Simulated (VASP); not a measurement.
# Br (P6_3/mmc) in VASP: notebook, part 2 of 2

VASP 6.6.1.

### Step 3. Single point, PBE

This run uses another cell than the first one, of 28.66 Å³/atom.

File INCAR:

```
PREC = Accurate
ENCUT = 520
EDIFF = 1E-6
ISMEAR = -1
SIGMA = 0.02
LREAL = False
LASPH = True
NELM = 80
ALGO = Normal
ISIF = 2
LWAVE = False
LCHARG = False
GGA = PE
NBANDS = 14
```

File KPOINTS:

```
regular mesh
0
Gamma
  12 12 10
```

File POSCAR:

```
Br
1.0
    3.9257218128      0.0000000000      0.0000000000
   -1.9628609064      3.3997748181      0.0000000000
    0.0000000000      0.0000000000      4.2951813147
Br
2
Direct
    0.3333333333      0.6666666667      0.2500000000
    0.6666666667      0.3333333333      0.7500000000
```

Potentials or basis: VASP PAW PBE potentials, release 64 (Br).

Launch:

```bash
$ cat potpaw_PBE.64/Br/POTCAR > POTCAR
$ mpirun -np 1 vasp_std > vasp.out
```

OUTCAR:

```text
PREC = Accurate
   ENCUT = 520
   EDIFF = 1E-6
   ISMEAR = -1
   LREAL = False
   LASPH = True
   NELM = 80
   ISIF = 2
   GGA = PE

 ion  position               nearest neighbor table
   1  0.333  0.667  0.250-
   2  0.667  0.333  0.750-

  LATTYP: Found a hexagonal cell.
 ALAT       =     3.9257218128
 C/A-ratio  =     1.0941125020

  Lattice vectors:

 A1 = (   3.9257218128,   0.0000000000,   0.0000000000)
 A2 = (  -1.9628609064,   3.3997748181,   0.0000000000)
 A3 = (   0.0000000000,   0.0000000000,   4.2951813147)

Analysis of symmetry for initial positions (statically):
=====================================================================
 Subroutine PRICEL returns:
 Original cell was already a primitive cell.

 Routine SETGRP: Setting up the symmetry group for a
 hexagonal supercell.

 Subroutine GETGRP returns: Found 24 space group operations
 (whereof 12 operations were pure point group operations)
 out of a pool of 24 trial point group operations.

The static configuration has the point symmetry D_3d.
 The point group associated with its full space group is D_6h.

Analysis of symmetry for dynamics (positions and initial velocities):
=====================================================================
 Subroutine PRICEL returns:
 Original cell was already a primitive cell.

 Routine SETGRP: Setting up the symmetry group for a
 hexagonal supercell.

 Subroutine GETGRP returns: Found 24 space group operations
 (whereof 12 operations were pure point group operations)
 out of a pool of 24 trial point group operations.

The dynamic configuration has the point symmetry D_3d.
 The point group associated with its full space group is D_6h.

 Subroutine INISYM returns: Found 24 space group operations
 (whereof 12 operations are pure point group operations),
 and found     1 'primitive' translations

[... 120 lines left out ...]
   LHFCALC =     F    Hartree Fock is set to
   AEXX    =    0.0000 exact exchange contribution
   IVDW    =     0    specifies the selected vdW correction
   LEPSILON=     F    determine dielectric tensor
   LRPA    =     F    only Hartree local field effects (RPA)
 non-spin polarized calculation
  energy-cutoff  :      520.00
  volume of cell :       57.33
 maximum number of plane-waves:      1588
 NGX is ok and might be reduce to    30
   NGX = 15   NGY = 15   NGZ = 15

 number of electron      13.9999998 magnetization

 Free energy of the ion-electron system (eV)
  ---------------------------------------------------
  ext. energy  EPLUGINS =         0.00000000
  ---------------------------------------------------
  free energy    TOTEN  =        -2.26892912 eV

  energy without entropy =       -2.26565932  energy(sigma->0) =       -2.26729422

 E-fermi :   1.1889     XC(G=0):  -8.8009

 val. band max:        1.1855221796   @ k =   0.2500   0.2500   0.0000
 cond. band min:       1.1910613339   @ k =   0.2500   0.0833   0.1000
 fundamental gap:      0.0055391544
 Fermi energy:         1.1889169823

 k-point     1 :       0.0000    0.0000    0.0000
  band No.  band energies     occupation
      1     -14.3122      2.00000
      2     -11.9256      2.00000
      3      -2.7531      2.00000
      4      -0.8488      2.00000
      5      -0.8488      2.00000
      6       0.9963      1.99987
      7       0.9963      1.99987
      8       2.0787      0.00000
      9       7.4757      0.00000
     10       7.9113      0.00000
     11      11.6895      0.00000
     12      11.6895      0.00000
     13      13.2641      0.00000
     14      13.2641      0.00000
[... 377 lines left out ...]
      1     -13.7077      2.00000
      2     -12.3742      2.00000
      3      -2.4678      2.00000
      4      -1.4984      2.00000
      5      -1.4108      2.00000
      6      -0.4477      2.00000
      7       1.0780      1.99221
      8       1.3087      0.00501
      9       8.0548      0.00000
     10      10.4689      0.00000
     11      10.9975      0.00000
     12      11.9138      0.00000
     13      12.2193      0.00000
     14      14.0574      0.00000

 [... further k-points ...]

------------------------ aborting loop because EDIFF is reached ----------------------------------------

  FORCE on cell =-STRESS in cart. coord.  units (eV):
  Direction    XX          YY          ZZ          XY          YZ          ZX
  --------------------------------------------------------------------------------------
  -------------------------------------------------------------------------------------
  Total        0.0207988      0.0207988     -0.0238785      0.0000000      0.0000000      0.0000000
  in kB        0.5812956      0.5812956     -0.6673685      0.0000000      0.0000000      0.0000000
  external PRESSURE =       0.1650743 kB  Pullay stress =       0.0000000 kB

 VOLUME and BASIS-vectors are now :
 -----------------------------------------------------------------------------
  energy-cutoff  :      520.00
  volume of cell :       57.33
      direct lattice vectors                 reciprocal lattice vectors
     3.925721813  0.000000000  0.000000000     0.254730225  0.147068564  0.000000000
    -1.962860906  3.399774818  0.000000000     0.000000000  0.294137128  0.000000000
     0.000000000  0.000000000  4.295181315     0.000000000  0.000000000  0.232819042

 POSITION                                       TOTAL-FORCE (eV/Angst)
 -----------------------------------------------------------------------------------
     -0.00000      2.26652      1.07380        -0.000000      0.000000      0.000000
      1.96286      1.13326      3.22139         0.000000     -0.000000     -0.000000
 -----------------------------------------------------------------------------------
    total drift:                               -0.000000      0.000000      0.000000

  FREE ENERGIE OF THE ION-ELECTRON SYSTEM (eV)
  ---------------------------------------------------
  free  energy   TOTEN  =        -2.2689291223 eV

  energy  without entropy=       -2.2656593203  energy(sigma->0) =       -2.26729422
```

OSZICAR:

```text
N       E                     dE             d eps       ncg     rms          rms(c)
DAV:   1     0.806295241282E+02    0.80630E+02   -0.59263E+03  3192   0.848E+02
DAV:   2     0.245729386102E+01   -0.78172E+02   -0.74270E+02  4634   0.154E+02
DAV:   3    -0.225178264495E+01   -0.47091E+01   -0.46338E+01  4212   0.425E+01
DAV:   4    -0.228688105922E+01   -0.35098E-01   -0.35091E-01  3738   0.438E+00
DAV:   5    -0.228712848235E+01   -0.24742E-03   -0.24741E-03  4236   0.368E-01    0.587E+00
DAV:   6    -0.227174449185E+01    0.15384E-01   -0.15651E-02  3894   0.617E-01    0.360E+00
DAV:   7    -0.226942809376E+01    0.23164E-02   -0.24234E-02  3924   0.781E-01    0.215E-01
DAV:   8    -0.226892273694E+01    0.50536E-03   -0.23244E-03  3594   0.235E-01    0.238E-02
DAV:   9    -0.226892611207E+01   -0.33751E-05   -0.29418E-05  4104   0.326E-02    0.108E-02
DAV:  10    -0.226892888817E+01   -0.27761E-05   -0.20649E-06  3734   0.103E-02    0.350E-03
DAV:  11    -0.226892912228E+01   -0.23412E-06   -0.46053E-07  2688   0.428E-03
   1 F= -.22689291E+01 E0= -.22672942E+01  d E =-.326980E-02
```

Wall time 23 s (1 thread of Intel Xeon 6975P-C (Granite Rapids), shared host); peak memory 0.21 GiB.

What came out:

| Item | Value |
| --- | --- |
| Free energy | -2.2689 eV |
| Pressure | 0.0 GPa |
| Band gap on the k mesh | zero (bands 7 and 8 overlap by 1.94 eV) |

### Step 4. Single point, PBE

This run uses another cell than the first one, of 28.95 Å³/atom.

File INCAR:

```
PREC = Accurate ; ENCUT = 520
EDIFF = 1E-7 ; ISMEAR = -1
SIGMA = 0.02 ; LREAL = False
LASPH = True ; NELM = 60
ALGO = Normal ; ISIF = 2
LWAVE = False ; LCHARG = False
GGA = PE ; NBANDS = 14
```

File KPOINTS:

```
Automatic mesh
0
Gamma
  12 12 10
```

File POSCAR:

```
Br
1.0
    3.9387641738      0.0000000000      0.0000000000
   -1.9693820869      3.4110698340      0.0000000000
    0.0000000000      0.0000000000      4.3094511249
Br
2
Direct
    0.3333333333      0.6666666667      0.2500000000
    0.6666666667      0.3333333333      0.7500000000
```

Launch:

```bash
$ cat potpaw_PBE.64/Br/POTCAR > POTCAR
$ mpirun -np 1 vasp_std > vasp.out
```

It took 25 s on 1 thread of Intel Xeon 6975P-C (Granite Rapids), shared host; peak memory 0.22 GiB.

Results (log left out):

- Free energy: -2.2685 eV
- Pressure: -0.3 GPa
- Band gap on the k mesh: zero (bands 7 and 8 overlap by 1.90 eV)

Stress tensor (GPa, compression positive):
```
-0.17  0.00  0.00
 0.00 -0.17  0.00
 0.00  0.00 -0.45
```

Levels at points of the mesh, in eV from the Fermi level:
| k point | band 4 | band 5 | band 6 | band 7 | band 8 | band 9 | band 10 | band 11 |
| --- | --- | --- | --- | --- | --- | --- | --- | --- |
| (0.00, 0.00, 0.00) | -2.01 | -2.01 | -0.19 | -0.19 | 0.87 | 6.33 | 6.70 | 10.51 |
| (0.50, 0.00, 0.00) | -2.87 | -2.53 | -1.50 | -1.11 | 0.28 | 6.36 | 9.91 | 10.02 |
| (0.00, 0.00, 0.50) | -2.00 | -1.11 | -1.11 | -1.11 | -1.11 | 8.84 | 8.84 | 9.61 |
| (0.50, 0.00, 0.50) | -4.38 | -1.57 | -1.57 | 0.11 | 0.11 | 8.30 | 8.30 | 12.47 |

### Step 5. Summary

```csv
cell,gap on the mesh (eV),pressure (GPa)
"a = 3.913, b = 3.913, c = 4.281 Å, angles 90.0, 90.0, 120.0°, 2 atoms",none,0.3
"a = 3.926, b = 3.926, c = 4.295 Å, angles 90.0, 90.0, 120.0°, 2 atoms",none,0.0
"a = 3.939, b = 3.939, c = 4.309 Å, angles 90.0, 90.0, 120.0°, 2 atoms",none,-0.3
```

Alike in all rows: task single point; level PBE; potentials or basis VASP PAW PBE potentials, release 64 (Br); no spin polarisation; k mesh 12 × 12 × 10; cutoff (eV) 520; smearing fermi-dirac 0.02 eV.

Total energies depend on the potentials used, so only differences within one code and one set of settings carry meaning.
